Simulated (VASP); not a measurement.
# MoS2: single point with r2SCAN

MoS2:

```
Mo S
1.0
     3.22747    0.00000    0.00000
    -1.61373    2.79507    0.00000
     0.00000    0.00000    6.31247
Mo S
1 2
Cartesian
  0.0000 0.0000 3.1562
  0.0000 1.8634 1.6117
  1.6137 0.9317 4.7008
```

```json
{
  "Program": "VASP 6.6.1",
  "Task": "single point",
  "Functional": "r2SCAN",
  "Potentials or basis": "VASP PAW PBE potentials, release 64 (Mo_sv, S)",
  "Cutoff": "550 eV",
  "k mesh": "9 × 9 × 4",
  "Occupations": "methfessel-paxton, width 0.1 eV",
  "Spin": "no spin polarisation"
}
```

The pressure is 0.0 GPa. The largest force is 0.090 eV/Å and the band gap on the k mesh is zero (bands 13 and 14 overlap by 1.20 eV).

Forces on the atoms (eV/Å):
```
Mo   0.000  0.000  0.000
S    0.000  0.000 -0.090
S    0.000  0.000  0.090
```

Stress tensor (GPa, compression positive):
```
-0.25  0.00  0.00
 0.00 -0.25  0.00
 0.00  0.00  0.46
```

Levels at points of the mesh, in eV from the Fermi level:
```
           k point  band 11  band 12  band 13  band 14  band 15  band 16
(0.00, 0.00, 0.00)    -1.06    -0.99    -0.99    -0.42    -0.42     3.35
(0.00, 0.00, 0.50)    -0.99    -0.99    -0.49    -0.49    -0.07     3.51
```

Run time: 2.1 min on 1 thread of Intel(R) Xeon(R) Platinum 8559C (Emerald Rapids), on a shared host, peak memory 0.22 GiB.

Caveat: the PAW data sets were made with another functional, which shifts forces and pressure a little.
